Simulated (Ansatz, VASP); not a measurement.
## CsPbCl3: VASP beside Ansatz

```
Cs Pb Cl
1.0
     4.05561    2.34151    3.31266
    -4.05561    2.34151    3.31266
     0.00000   -4.68301    3.31266
Cs Pb Cl
1 1 3
Direct
  0.50000 0.50000 0.50000
  0.00000 0.00000 0.00000
  0.50000 0.00000 0.00000
  0.00000 0.00000 0.50000
  0.00000 0.50000 0.00000
```

Alike in both runs: functional PBE; k mesh 6 × 6 × 6; occupations gaussian, width 0.02 eV; no spin polarisation.

Ansatz relaxed the structure, and its values are those at the end. VASP's run is a single point on that final structure, the one shown.

|  | VASP | Ansatz |
| --- | --- | --- |
| version | VASP 6.6.1 | Ansatz 0.2.0 |
| potentials or method | VASP PAW PBE potentials, release 64 (Cs_sv, Pb_d, Cl), cutoff 520 eV | scalar-relativistic, plane waves, PAW |
| valence electrons in the cell | 44 | 44 |

Ansatz gave:

* gap on the k mesh at the Fermi level (eV): 2.21
* least direct gap on the mesh (eV): 2.21
* pressure (GPa): 0.0

Estimate VASP's values.

gap on the k mesh at the Fermi level (eV): 2.22; least direct gap on the mesh (eV): 2.22; pressure (GPa): -0.1.

Ansatz's warnings: structure snapped to symmetry.

Spin-orbit coupling is off throughout.
